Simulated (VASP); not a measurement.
**GdN: single point with PBE**

GdN:

```xyz
2
Lattice="0.0000 2.4756 2.4756 2.4756 0.0000 2.4756 2.4756 2.4756 0.0000" Properties=species:S:1:pos:R:3 pbc="T T T"
Gd    0.0000    0.0000    0.0000
N     2.4756    2.4756    2.4756
```

```yaml
Program: VASP 6.6.1
Task: single point
Functional: PBE
Potentials_or_basis: VASP PAW PBE potentials, release 64 (Gd, N)
Cutoff: 520 eV
k_mesh: 12 × 12 × 12
Occupations: gaussian, width 0.05 eV
Spin: collinear spin, ferromagnetic start
Starting_moments: "[7.55, 0.0] μB"
Dipole_correction: no
Further_INCAR_settings: ALGO = Normal; EDIFF = 1e-06; NBANDS = 22
```

| Quantity | Value |
| --- | --- |
| Pressure | 3.1 GPa |
| Band gap on the k mesh | zero (filled and empty bands overlap) |
| Net moment | 7.00 μB per cell |
| Site moments | Gd +6.80; N -0.09 μB |
| Valence electrons inside the program's atomic spheres | Gd 15.25; N 3.65 |

Levels at points of the mesh, in eV from the Fermi level:
Spin up:
| k point | band 13 | band 14 | band 15 | band 16 | band 17 | band 18 |
| --- | --- | --- | --- | --- | --- | --- |
| (0.00, 0.00, 0.00) | 0.22 | 0.22 | 0.22 | 2.46 | 2.46 | 2.46 |
| (0.50, 0.00, 0.00) | -3.17 | -2.71 | -2.71 | 5.13 | 5.92 | 5.92 |
| (0.50, 0.50, 0.00) | -1.48 | -0.58 | -0.22 | -0.22 | 6.57 | 6.68 |
Spin down:
```csv
k point,band 4,band 5,band 6,band 7,band 8,band 9,band 10,band 11,band 12,band 13
"(0.00, 0.00, 0.00)",-18.48,-13.16,-0.95,-0.95,-0.95,1.70,2.26,2.26,2.26,2.90
"(0.50, 0.00, 0.00)",-18.59,-11.14,-4.20,-2.58,-2.58,1.84,1.94,1.94,2.19,2.19
"(0.50, 0.50, 0.00)",-18.94,-12.90,-1.12,-0.87,-0.87,0.14,1.99,2.05,2.11,2.11
```

It took 13 min on 1 thread of Intel Xeon 8259CL (shared host), peak memory 0.25 GiB.

Caveat: the cell stands under pressure; spin-orbit coupling is left out, which moves the levels of the heavy elements; a cell with one magnetic atom can't hold antiferromagnetic order, which such compounds often take; semilocal functionals describe open f shells poorly, which spoils levels, moments and volumes. With open d or f shells a metallic result of PBE can be an artefact of self-interaction; +U or a hybrid may open a gap.
